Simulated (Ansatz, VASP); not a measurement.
## NaH: VASP beside Ansatz

POSCAR

```
NaH
1.0
    4.0718799986      0.0000000000      0.0000000000
   -2.0359399993      3.5263515200      0.0000000000
    0.0000000000      0.0000000000      4.7478154542
Na H
2 2
Direct
    0.3333333333      0.6666666667     -0.0625000000
    0.6666666667      0.3333333333      0.4375000000
    0.3333333333      0.6666666667      0.4375000000
    0.6666666667      0.3333333333      0.9375000000
```

File INCAR.step1:

```
PREC = Accurate ; ENCUT = 520
EDIFF = 1E-5 ; ISMEAR = 0
SIGMA = 0.01 ; LREAL = False
LASPH = True ; NELM = 60
ALGO = Normal ; ISIF = 2
LWAVE = True ; LCHARG = False
GGA = PE ; NBANDS = 16
```

INCAR.step2

```
PREC = Accurate ; ENCUT = 520
EDIFF = 1E-7 ; ISMEAR = 0
SIGMA = 0.01 ; LREAL = False
LASPH = True ; NELM = 60
ALGO = Normal ; ISIF = 2
LWAVE = False ; LCHARG = False
GGA = PE ; LHFCALC = True
HFSCREEN = 0.2079 ; PRECFOCK = Normal
ISTART = 1 ; NBANDS = 16
```

The input KPOINTS:

```
Automatic mesh
0
Gamma
  6 6 4
```

Input for Ansatz:

```yaml
crystal:
  lattice:
    - [4.0718799986, 0.0, 0.0]
    - [-2.0359399993, 3.52635152, 0.0]
    - [0.0, 0.0, 4.7478154542]
  atoms:
    - { symbol: Na, position: [0.3333333333, 0.6666666667, -0.0625] }
    - { symbol: Na, position: [0.6666666667, 0.3333333333, 0.4375] }
    - { symbol: H, position: [0.3333333333, 0.6666666667, 0.4375] }
    - { symbol: H, position: [0.6666666667, 0.3333333333, 0.9375] }
kpoints:
  mp_grid: { grid: [6, 6, 4] }
  band_path:
    path:
      - [0.0, 0.0, 0.0]
      - [0.5, 0.0, 0.0]
      - [0.3333333333, 0.3333333333, 0.0]
      - [0.0, 0.0, 0.5]
      - [0.5, 0.0, 0.5]
      - [0.3333333333, 0.3333333333, 0.5]
      - [0.3, 0.3, 0.0]
    npoints: 1
hamiltonian:
  xc: hse06
scf:
  occupations: { method: fixed }
  n_extra_bands: 5
output:
  forces: true
  stress: true
  eigenvalues: true
```

Change from the starting cell: epitaxial_xy strain +3.0%.

Alike in both runs: task single point; functional HSE06; k mesh 6 × 6 × 4; no spin polarisation.

```csv
,VASP,Ansatz
version,VASP 6.6.1,Ansatz 0.2.0
potentials or method,"VASP PAW PBE potentials, release 64 (Na_pv, H)","plane waves, PAW"
plane-wave cutoff (eV),520,420
occupations,"gaussian, width 0.01 eV",fixed
valence electrons in the cell,16,20
```

```tsv
	VASP	Ansatz	Ansatz less VASP
gap on the k mesh at the Fermi level (eV)	4.04	4.04	+0.002
pressure (GPa)	-0.6	-0.6	-0.01
traceless stress, the component that is largest in VASP (GPa)	0.67	0.65	-0.016
```

VASP's potentials hold 16 valence electrons a cell and Ansatz's 20, so a difference there can come from the potentials and not from the codes. Ansatz's warnings: stress exchange threshold loose, stress scf threshold loose.
